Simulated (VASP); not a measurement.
# Pt (Fm-3m) in VASP: a series of runs

Runs on Pt. Level: PBEsol. Tasks: single point.

Everything below comes from runs of VASP 6.6.1. Logs are shortened: lines on timing, memory, paths and dates and some standing lists are left out, and cuts for length are marked.

## 1. The cell of the first run

Symmetry: Fm-3m, No. 225, cubic system. The conventional cell has a = 3.922 Å, b = 3.922 Å, c = 3.922 Å, α = 90.00°, β = 90.00°, γ = 90.00°. Within 3.7 Å of Pt (site symmetry m-3m) lie 12 Pt at 2.77 Å.

## 2. Single point, PBEsol

The input, INCAR:

```
  PREC = Accurate
  ENCUT = 520
  EDIFF = 1E-7
  ISMEAR = 0
  SIGMA = 0.1
  LREAL = False
  LASPH = True
  NELM = 80
  ALGO = Normal
  ISIF = 2
  LWAVE = False
  LCHARG = False
  GGA = PS
  NBANDS = 11
```

The input, KPOINTS:

```
regular mesh
0
Gamma
  18 18 18
```

The input, POSCAR:

```
Pt
1.0
    0.0000000000      1.9609000000      1.9609000000
    1.9609000000      0.0000000000      1.9609000000
    1.9609000000      1.9609000000      0.0000000000
Pt
1
Direct
    0.0000000000      0.0000000000      0.0000000000
```

Potentials or basis: VASP PAW PBE potentials, release 64 (Pt).

Started as:

```console
$ cat potpaw_PBE.64/Pt/POTCAR > POTCAR
$ mpirun -np 1 vasp_std > vasp.out
```

OUTCAR:

```text
PREC = Accurate
   ENCUT = 520
   EDIFF = 1E-7
   ISMEAR = 0
   LREAL = False
   LASPH = True
   NELM = 80
   ISIF = 2
   GGA = PS

 ion  position               nearest neighbor table
   1  0.000  0.000  0.000-

  LATTYP: Found a face centered cubic cell.
 ALAT       =     3.9218000000

  Lattice vectors:

 A1 = (   0.0000000000,   1.9609000000,   1.9609000000)
 A2 = (   1.9609000000,   0.0000000000,   1.9609000000)
 A3 = (   1.9609000000,   1.9609000000,   0.0000000000)

Analysis of symmetry for initial positions (statically):
=====================================================================
 Subroutine PRICEL returns:
 Original cell was already a primitive cell.

 Routine SETGRP: Setting up the symmetry group for a
 face centered cubic supercell.

 Subroutine GETGRP returns: Found 48 space group operations
 (whereof 48 operations were pure point group operations)
 out of a pool of 48 trial point group operations.

The static configuration has the point symmetry O_h .

Analysis of symmetry for dynamics (positions and initial velocities):
=====================================================================
 Subroutine PRICEL returns:
 Original cell was already a primitive cell.

 Routine SETGRP: Setting up the symmetry group for a
 face centered cubic supercell.

 Subroutine GETGRP returns: Found 48 space group operations
 (whereof 48 operations were pure point group operations)
 out of a pool of 48 trial point group operations.

The dynamic configuration has the point symmetry O_h .

 Subroutine INISYM returns: Found 48 space group operations
 (whereof 48 operations are pure point group operations),
 and found     1 'primitive' translations

----------------------------------------------------------------------------------------

                                     Primitive cell

  volume of cell :      15.0798

  direct lattice vectors                    reciprocal lattice vectors
     0.000000000  1.960900000  1.960900000    -0.254984956  0.254984956  0.254984956
     1.960900000  0.000000000  1.960900000     0.254984956 -0.254984956  0.254984956
     1.960900000  1.960900000  0.000000000     0.254984956  0.254984956 -0.254984956

  length of vectors
     2.773131374  2.773131374  2.773131374     0.441646899  0.441646899  0.441646899

  position of ions in fractional coordinates (direct lattice)
     0.000000000  0.000000000  0.000000000

  ion indices of the primitive-cell ions
   primitive index   ion index
                 1           1

----------------------------------------------------------------------------------------

 KPOINTS: regular mesh

Automatic generation of k-mesh.
 Grid dimensions read from file:
 generate k-points for:   18   18   18

 Generating k-lattice:

  Cartesian coordinates                     Fractional coordinates (reciprocal lattice)
    -0.014165831  0.014165831  0.014165831     0.055555556  0.000000000  0.000000000
     0.014165831 -0.014165831  0.014165831     0.000000000  0.055555556  0.000000000
     0.014165831  0.014165831 -0.014165831     0.000000000  0.000000000  0.055555556

  Length of vectors
     0.024535939  0.024535939  0.024535939

  Shift w.r.t. Gamma in fractional coordinates (k-lattice)
     0.000000000  0.000000000  0.000000000

 Subroutine IBZKPT returns following result:
 ===========================================

 Found    195 irreducible k-points:

 Following reciprocal coordinates:
            Coordinates               Weight
  0.000000  0.000000  0.000000      1.000000
  0.055556  0.000000  0.000000      8.000000
  0.111111  0.000000  0.000000      8.000000
  0.166667  0.000000  0.000000      8.000000
  0.222222  0.000000  0.000000      8.000000
  0.277778  0.000000  0.000000      8.000000
[... 16 lines left out ...]
 -0.277778  0.055556  0.000000     24.000000
 -0.222222  0.055556  0.000000     24.000000
 [... further k-points ...]
   k-points           NKPTS =    195   k-points in BZ     NKDIM =    195   number of bands    NBANDS=     11
   number of dos      NEDOS =    301   number of ions     NIONS =      1
   total plane-waves  NPLWV =  13824
   dimension x,y,z NGX =    24 NGY =   24 NGZ =   24
   dimension x,y,z NGXF=    48 NGYF=   48 NGZF=   48
   ions per type =               1
   NGX,Y,Z   is equivalent  to a cutoff of  14.39, 14.39, 14.39 a.u.
   NGXF,Y,Z  is equivalent  to a cutoff of  28.78, 28.78, 28.78 a.u.
 SYSTEM =  unknown system
   PREC   = accura    normal or accurate (medium, high low for compatibility)
   ISTART =      0    job   : 0-new  1-cont  2-samecut
   ICHARG =      2    charge: 1-file 2-atom 10-const
   ISPIN  =      1    spin polarized calculation?
   LNONCOLLINEAR =      F non collinear calculations
   LSORBIT =      F    spin-orbit coupling
   LASPH  =      T    aspherical Exc in radial PAW
   ENCUT  =  520.0 eV  38.22 Ry    6.18 a.u.   5.16  5.16  5.16*2*pi/ulx,y,z
   NELM   =     80;   NELMIN=  2; NELMDL= -5     # of ELM steps
   EDIFF  = 0.1E-06   stopping-criterion for ELM
   LREAL  =      F    real-space projection
   EDIFFG = 0.1E-05   stopping-criterion for IOM
   NSW    =      0    number of steps for IOM
   IBRION =     -1    ionic relax: 0-MD 1-quasi-New 2-CG
   NFREE  =      0    steps in history (QN), initial steepest desc. (CG)
   ISIF   =      2    stress and relaxation
   ISYM   =      2    0-nonsym 1-usesym 2-fastsym
   POTIM  = 0.5000    time-step for ionic-motion
   TEBEG  =    0.0;   TEEND  =   0.0 temperature during run
   PSTRESS=    0.0 pullay stress
   NELECT =      10.0000    total number of electrons
   NUPDOWN=      -1.0000    fix difference up-down
   EMIN   =  10.00;   EMAX   =-10.00  energy-range for DOS
   EFERMI =   0.00;   METHOD = LEGACY
   ISMEAR =     0;   SIGMA  =   0.10  broadening in eV -4-tet -1-fermi 0-gaus
   EFERMI_NEDOS =   21; number of points for ismear=-14 and -15
   IALGO  =     38    algorithm
   IMIX   =      4    mixing-type and parameters
     AMIX     =   0.40;   BMIX     =  1.00
     AMIX_MAG =   1.60;   BMIX_MAG =  1.00
  volume/ion in A,a.u.               =      15.08       101.76
  Fermi-wavevector in a.u.,A,eV,Ry     =   1.427609  2.697791 27.729605  2.038068
  Thomas-Fermi vector in A             =   2.547760
   LORBIT       =      0    0 simple, 1 ext, 2 COOP (PROOUT), +10 PAW based schemes
   GGA     = PS    functional components
   LHFCALC =     F    Hartree Fock is set to
   AEXX    =    0.0000 exact exchange contribution
   IVDW    =     0    specifies the selected vdW correction
   LEPSILON=     F    determine dielectric tensor
   LRPA    =     F    only Hartree local field effects (RPA)
 non-spin polarized calculation
 Gauss-broadening in eV      SIGMA  =   0.10
  energy-cutoff  :      520.00
  volume of cell :       15.08
 maximum number of plane-waves:       419
 NGX is ok and might be reduce to    24
   NGX = 11   NGY = 11   NGZ = 11

 number of electron      10.0000000 magnetization

 Free energy of the ion-electron system (eV)
  ---------------------------------------------------
  ext. energy  EPLUGINS =         0.00000000
  ---------------------------------------------------
  free energy    TOTEN  =        -6.96530369 eV

  energy without entropy =       -6.95461112  energy(sigma->0) =       -6.95995741

 E-fermi :  11.0992     XC(G=0): -13.6289

 val. band max:       11.0985704840   @ k =  -0.3333   0.3889   0.1111
 cond. band min:      11.1122196625   @ k =   0.3889   0.2222   0.0000
 fundamental gap:      0.0136491784
 Fermi energy:        11.0992088535

 k-point     1 :       0.0000    0.0000    0.0000
  band No.  band energies     occupation
      1       0.8009      2.00000
      2       7.2905      2.00000
      3       7.2905      2.00000
      4       7.2905      2.00000
      5       9.4689      2.00000
      6       9.4689      2.00000
      7      25.7223      0.00000
      8      30.6797      0.00000
      9      30.6797      0.00000
     10      30.6797      0.00000
     11      35.9789      0.00000

 k-point     2 :       0.0556    0.0000    0.0000
  band No.  band energies     occupation
      1       0.9255      2.00000
      2       7.2339      2.00000
      3       7.3404      2.00000
      4       7.3404      2.00000
      5       9.4404      2.00000
      6       9.4404      2.00000
      7      25.9176      0.00000
      8      30.0055      0.00000
      9      30.8714      0.00000
     10      30.8714      0.00000
     11      36.7231      0.00000

 k-point     3 :       0.1111    0.0000    0.0000
  band No.  band energies     occupation
      1       1.2881      2.00000
      2       7.0884      2.00000
      3       7.4715      2.00000
      4       7.4715      2.00000
      5       9.3793      2.00000
      6       9.3793      2.00000
      7      26.4495      0.00000
      8      28.5965      0.00000
      9      31.4287      0.00000
     10      31.4287      0.00000
     11      37.5487      0.00000

 k-point     4 :       0.1667    0.0000    0.0000
  band No.  band energies     occupation
      1       1.8495      2.00000
      2       6.9249      2.00000
      3       7.6195      2.00000
      4       7.6195      2.00000
      5       9.3620      2.00000
      6       9.3620      2.00000
      7      26.9654      0.00000
      8      27.1491      0.00000
      9      32.2941      0.00000
     10      32.2941      0.00000
     11      35.9909      0.00000
[... 239 lines left out ...]
 k-point    22 :      -0.3333    0.0556    0.0000
  band No.  band energies     occupation
      1       3.7214      2.00000
      2       7.3926      2.00000
      3       7.5070      2.00000
      4       7.8960      2.00000
      5      10.1538      2.00000
      6      10.8970      1.99576
      7      20.7240      0.00000
      8      26.3892      0.00000
      9      30.6955      0.00000
     10      32.6696      0.00000
     11      35.8689      0.00000

 k-point    23 :      -0.2778    0.0556    0.0000
  band No.  band energies     occupation
      1       3.4175      2.00000
      2       7.1058      2.00000
      3       7.5758      2.00000
      4       7.6523      2.00000
      5       9.6583      2.00000
      6      10.3929      2.00000
      7      22.7970      0.00000
      8      27.1098      0.00000
      9      31.6185      0.00000
     10      34.2624      0.00000
     11      34.4800      0.00000

 k-point    24 :      -0.2222    0.0556    0.0000
  band No.  band energies     occupation
      1       2.8517      2.00000
      2       6.7890      2.00000
      3       7.6857      2.00000
      4       7.7544      2.00000
      5       9.2690      2.00000
      6       9.9525      2.00000
      7      24.7400      0.00000
      8      27.6276      0.00000
      9      32.1258      0.00000
     10      33.5438      0.00000
     11      34.7995      0.00000

 [... further k-points ...]

------------------------ aborting loop because EDIFF is reached ----------------------------------------

  FORCE on cell =-STRESS in cart. coord.  units (eV):
  Direction    XX          YY          ZZ          XY          YZ          ZX
  --------------------------------------------------------------------------------------
  -------------------------------------------------------------------------------------
  Total       -0.1171544     -0.1171544     -0.1171544     -0.0000000     -0.0000000      0.0000000
  in kB      -12.4472352    -12.4472352    -12.4472352     -0.0000000     -0.0000000      0.0000000
  external PRESSURE =     -12.4472352 kB  Pullay stress =       0.0000000 kB

 VOLUME and BASIS-vectors are now :
 -----------------------------------------------------------------------------
  energy-cutoff  :      520.00
  volume of cell :       15.08
      direct lattice vectors                 reciprocal lattice vectors
     0.000000000  1.960900000  1.960900000    -0.254984956  0.254984956  0.254984956
     1.960900000  0.000000000  1.960900000     0.254984956 -0.254984956  0.254984956
     1.960900000  1.960900000  0.000000000     0.254984956  0.254984956 -0.254984956

 POSITION                                       TOTAL-FORCE (eV/Angst)
 -----------------------------------------------------------------------------------
      0.00000      0.00000      0.00000        -0.000000      0.000000      0.000000
 -----------------------------------------------------------------------------------
    total drift:                                0.000000     -0.000000     -0.000000

  FREE ENERGIE OF THE ION-ELECTRON SYSTEM (eV)
  ---------------------------------------------------
  free  energy   TOTEN  =        -6.9653036914 eV

  energy  without entropy=       -6.9546111236  energy(sigma->0) =       -6.95995741
```

Run time: 20 s. Hardware: 1 thread of AMD EPYC 9R45 (Zen 5), shared host; peak memory 0.14 GiB.

What came out:

| Item | Value |
| --- | --- |
| Free energy | -6.9653 eV |
| Pressure | -1.2 GPa |
| Band gap on the k mesh | zero (band 5 reaches 11.59 eV, above the bottom of band 6 at 9.36 eV) |

Caveat: the PAW data sets were made with another functional, which shifts forces and pressure a little; spin-orbit coupling is left out, which moves the levels of the heavy elements.

(Part 1 of 2 ends here.)
